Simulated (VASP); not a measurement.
# Rh (P6_3/mmc) in VASP: a series of runs, part 2 of 2

VASP 6.6.1.

### 5 Single point, PBEsol

This run uses another cell than the first one, of 14.30 Å³/atom, 1.136 times its volume.

Input file INCAR:

```
  PREC = Accurate
  ENCUT = 520
  EDIFF = 1E-6
  ISMEAR = -1
  SIGMA = 0.1
  LREAL = F
  LASPH = T
  NELM = 80
  ALGO = Normal
  ISIF = 2
  LWAVE = F
  LCHARG = F
  GGA = PS
  NBANDS = 22
```

Input file KPOINTS:

```
Automatic mesh
0
Gamma
  12 12 7
```

Input file POSCAR:

```
Rh
1.0
    2.7309790400      0.0000000000      0.0000000000
   -1.3654895200      2.3650972300      0.0000000000
    0.0000000000      0.0000000000      4.4284890000
Rh
2
Direct
    0.6666666667      0.3333333333      0.7500000000
    0.3333333333      0.6666666667      0.2500000000
```

Potentials or basis: VASP PAW PBE potentials, release 64 (Rh_pv).

On the command line:

```sh
$ cat potpaw_PBE.64/Rh_pv/POTCAR > POTCAR
$ mpirun -np 1 vasp_std > vasp.out
```

OUTCAR:

```text
PREC = Accurate
   ENCUT = 520
   EDIFF = 1E-6
   ISMEAR = -1
   LREAL = F
   LASPH = T
   NELM = 80
   ISIF = 2
   GGA = PS

 ion  position               nearest neighbor table
   1  0.667  0.333  0.750-   2 2.72   2 2.72   2 2.72   2 2.72   2 2.72   2 2.72
   2  0.333  0.667  0.250-   1 2.72   1 2.72   1 2.72   1 2.72   1 2.72   1 2.72

  LATTYP: Found a hexagonal cell.
 ALAT       =     2.7309790400
 C/A-ratio  =     1.6215756090

  Lattice vectors:

 A1 = (   2.7309790400,   0.0000000000,   0.0000000000)
 A2 = (  -1.3654895200,   2.3650972300,   0.0000000000)
 A3 = (   0.0000000000,   0.0000000000,   4.4284890000)

Analysis of symmetry for initial positions (statically):
=====================================================================
 Subroutine PRICEL returns:
 Original cell was already a primitive cell.

 Routine SETGRP: Setting up the symmetry group for a
 hexagonal supercell.

 Subroutine GETGRP returns: Found 24 space group operations
 (whereof 12 operations were pure point group operations)
 out of a pool of 24 trial point group operations.

The static configuration has the point symmetry D_3d.
[... 152 lines left out ...]
 number of electron      30.0000009 magnetization

 Free energy of the ion-electron system (eV)
  ---------------------------------------------------
  ext. energy  EPLUGINS =         0.00000000
  ---------------------------------------------------
  free energy    TOTEN  =       -16.18478382 eV

  energy without entropy =      -16.07075525  energy(sigma->0) =      -16.12776954

 E-fermi :  11.1274     XC(G=0): -13.9635

 val. band max:       11.1233377315   @ k =   0.1667   0.0833   0.4286
 cond. band min:      11.1299252689   @ k =   0.1667   0.1667   0.4286
 fundamental gap:      0.0065875373
 Fermi energy:        11.1273952619

 k-point     1 :       0.0000    0.0000    0.0000
  band No.  band energies     occupation
      1     -35.8626      2.00000
      2     -35.2890      2.00000
      3     -35.2890      2.00000
      4     -35.2091      2.00000
      5     -35.1957      2.00000
      6     -35.1957      2.00000
[... 589 lines left out ...]
     21      26.2009      0.00000
     22      26.4773      0.00000

 [... further k-points ...]
[... 5 lines left out ...]
  --------------------------------------------------------------------------------------
  -------------------------------------------------------------------------------------
  Total       -2.3036240     -2.3036240     -2.5539576      0.0000000     -0.0000000      0.0000000
  in kB     -129.0325391   -129.0325396   -143.0544377      0.0000000     -0.0000000      0.0000000
  external PRESSURE =    -133.7065055 kB  Pullay stress =       0.0000000 kB

 VOLUME and BASIS-vectors are now :
 -----------------------------------------------------------------------------
  energy-cutoff  :      520.00
  volume of cell :       28.60
      direct lattice vectors                 reciprocal lattice vectors
     2.730979040  0.000000000  0.000000000     0.366169050  0.211407799  0.000000000
    -1.365489520  2.365097230  0.000000000     0.000000000  0.422815598  0.000000000
     0.000000000  0.000000000  4.428489000     0.000000000  0.000000000  0.225810655

 POSITION                                       TOTAL-FORCE (eV/Angst)
 -----------------------------------------------------------------------------------
      1.36549      0.78837      3.32137         0.000000     -0.000000      0.000000
     -0.00000      1.57673      1.10712        -0.000000      0.000000      0.000000
 -----------------------------------------------------------------------------------
    total drift:                               -0.000000      0.000000     -0.000000

  FREE ENERGIE OF THE ION-ELECTRON SYSTEM (eV)
  ---------------------------------------------------
  free  energy   TOTEN  =       -16.1847838224 eV

  energy  without entropy=      -16.0707552540  energy(sigma->0) =      -16.12776954
```

stdout:

```text
POSCAR found type information on POSCAR Rh
 POSCAR found :  1 types and       2 ions
 scaLAPACK will be used
 -----------------------------------------------------------------------------
|                                                                             |
|                                                                             |
|     You enforced a specific xc type in the INCAR file but a different       |
|     I HOPE YOU KNOW WHAT YOU ARE DOING!                                     |
|                                                                             |
 -----------------------------------------------------------------------------

 LDA part: xc-table for (Slater+PW92), standard interpolation
 POSCAR, INCAR and KPOINTS ok, starting setup
 FFT: planning ... GRIDC
 FFT: planning ... GRID_SOFT
 FFT: planning ... GRID
 WAVECAR not read
 entering main loop
```

Wall time 26 s (1 thread of Intel Xeon Platinum 8259CL at 2.50GHz (Skylake/Cascade Lake), shared host); peak memory 0.16 GiB.

Results:

| Property | Result |
| --- | --- |
| Free energy | -16.1848 eV |
| Pressure | -13.4 GPa |
| Band gap on the k mesh | zero (band 15 reaches 11.72 eV, above the bottom of band 16 at 9.44 eV) |

Stress tensor (GPa, compression positive):
```
-12.90   0.00   0.00
  0.00 -12.90   0.00
  0.00   0.00 -14.31
```

Caveat: the PAW data sets were made with another functional, which shifts forces and pressure a little.

### 6 The runs side by side

```tsv
cell	gap on the mesh (eV)	pressure (GPa)
a = 2.617, b = 2.617, c = 4.244 Å, angles 90.0, 90.0, 120.0°, 2 atoms	none	26.4
a = 2.656, b = 2.656, c = 4.307 Å, angles 90.0, 90.0, 120.0°, 2 atoms	none	9.6
a = 2.694, b = 2.694, c = 4.369 Å, angles 90.0, 90.0, 120.0°, 2 atoms	none	-3.3
a = 2.731, b = 2.731, c = 4.428 Å, angles 90.0, 90.0, 120.0°, 2 atoms	none	-13.4
```

Alike in all rows: task single point; level PBEsol; potentials or basis VASP PAW PBE potentials, release 64 (Rh_pv); no spin polarisation; k mesh 12 × 12 × 7; cutoff (eV) 520; smearing fermi-dirac 0.1 eV.

Caveats: the PAW data sets were made with another functional, which shifts forces and pressure a little.

Absolute energies hang on the potentials; compare differences alone.
